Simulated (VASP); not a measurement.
BaTiO3, 5 atoms in the cell. The structure is tetragonal, space group P4/mmm (No. 123). The conventional cell has a = 4.167 Å, b = 4.167 Å, c = 5.102 Å, α = 90.00°, β = 90.00°, γ = 90.00°. Within 3.4 Å of Ba (site symmetry 4/mmm) lie 10 O at 2.55 to 3.29 Å. Ti (site symmetry 4/mmm) has 4 O at 2.08 Å within 2.8 Å. Within 2.8 Å of O (site symmetry mmm) lie 2 Ti at 2.08 Å and 2 O at 2.08 Å. O (site symmetry 4/mmm) has 4 O at 2.08 Å and 2 Ba at 2.55 Å within 2.8 Å. 

```yaml
Program: VASP 6.6.1
Task: single point
Functional: LDA
Potentials_or_basis: VASP PAW LDA potentials, release 64 (Ba_sv, Ti_sv, O)
Cutoff: 520 eV
k_mesh: 6 × 6 × 4
Occupations: fermi-dirac, width 0.05 eV
Spin: no spin polarisation
Dipole_correction: no
Further_INCAR_settings: ALGO = Normal; EDIFF = 1e-06; NBANDS = 28
```

Potentials or basis: VASP PAW LDA potentials, release 64 (Ba_sv, Ti_sv, O).

Launch:

```sh
$ cat potpaw_LDA.64/Ba_sv/POTCAR potpaw_LDA.64/Ti_sv/POTCAR potpaw_LDA.64/O/POTCAR > POTCAR
$ mpirun -np 1 vasp_std > vasp.out
```

Hardware: 1 thread of AMD EPYC 7R13 (shared host).

**Question.** Estimate the wall time of this run.

**Answer.** It took 2.3 min on 1 thread of AMD EPYC 7R13 (shared host), peak memory 0.18 GiB. Counts: scf iterations 20, k points 30.
